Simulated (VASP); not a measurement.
A run of VASP 6.6.1:

The input POSCAR:

```
TiRe
1.0
    3.1034769899      0.0000000000      0.0000000000
    0.0000000000      3.1034769899      0.0000000000
    0.0000000000      0.0000000000      3.1034769899
Ti Re
1 1
Direct
    0.5000000000      0.5000000000      0.5000000000
    0.0000000000      0.0000000000      0.0000000000
```

The input INCAR.step1:

```
SYSTEM = TiRe
ALGO = Normal ; EDIFF = 1E-4
ENCUT = 520 ; GGA = PE
ISMEAR = 0 ; LASPH = .TRUE.
LCHARG = .FALSE. ; LREAL = .FALSE.
LWAVE = .TRUE. ; NBANDS = 16
NELM = 80 ; PREC = Accurate
SIGMA = 0.1
```

INCAR.step2

```
SYSTEM = TiRe
ALGO = Normal ; EDIFF = 1E-7
ENCUT = 520 ; ISIF = 2
ISMEAR = 0 ; ISTART = 1
LASPH = .TRUE. ; LCHARG = .FALSE.
LMIXTAU = .TRUE. ; LREAL = .FALSE.
LWAVE = .FALSE. ; METAGGA = R2SCAN
NBANDS = 16 ; NELM = 80
PREC = Accurate ; SIGMA = 0.1
```

File KPOINTS:

```
k-points
0
G
  14 14 14
  0 0 0
```

Potentials or basis: VASP PAW PBE potentials, release 64 (Ti_sv, Re).

Run with:

```bash
$ cat potpaw_PBE.64/Ti_sv/POTCAR potpaw_PBE.64/Re/POTCAR > POTCAR
$ cp INCAR.step1 INCAR
$ mpirun -np 1 vasp_std > vasp.out
$ cp INCAR.step2 INCAR
$ mpirun -np 1 vasp_std > vasp.out
```

Hardware: 1 thread of Oxide Virtual Turin-like Processor (shared host).

Task: Estimate the wall time of this run.

Result: It took 3.9 min on 1 thread of Oxide Virtual Turin-like Processor (shared host), peak memory 0.16 GiB. Counts: k points 120.
